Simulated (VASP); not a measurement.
Runs of VASP 6.6.1 on CdSe. The structure is that of space group F-43m (No. 216), or close to it. The cells are those of the table. 

| task | cell | gap on the mesh (eV) | pressure (GPa) |
| --- | --- | --- | --- |
| electric field gradients | a = 4.356 Å, angles 60.0°, 2 atoms | 0.28 | (b) |
| single point | a = 4.277, b = 4.277, c = 4.212 Å, angles 60.5, 60.5, 59.0°, 2 atoms | (a) | 0.2 |
| electric field gradients | a = 4.320 Å, angles 60.7°, 2 atoms | 0.29 | -2.9 |
| electric field gradients | a = 4.320, b = 4.320, c = 4.342 Å, angles 59.8, 59.8, 60.3°, 2 atoms | (c) | -2.4 |

Alike in all rows: level LDA; potentials or basis VASP PAW LDA potentials, release 64 (Cd, Se); no spin polarisation; k mesh 8 × 8 × 8; cutoff (eV) 520; smearing fermi-dirac 0.03 eV.

Task: Estimate the missing entries.

Result: (a) 0.39; (b) -3.3; (c) 0.30.

A k mesh can miss the band edges, and the runs leave out spin-orbit coupling on Cd, Se.
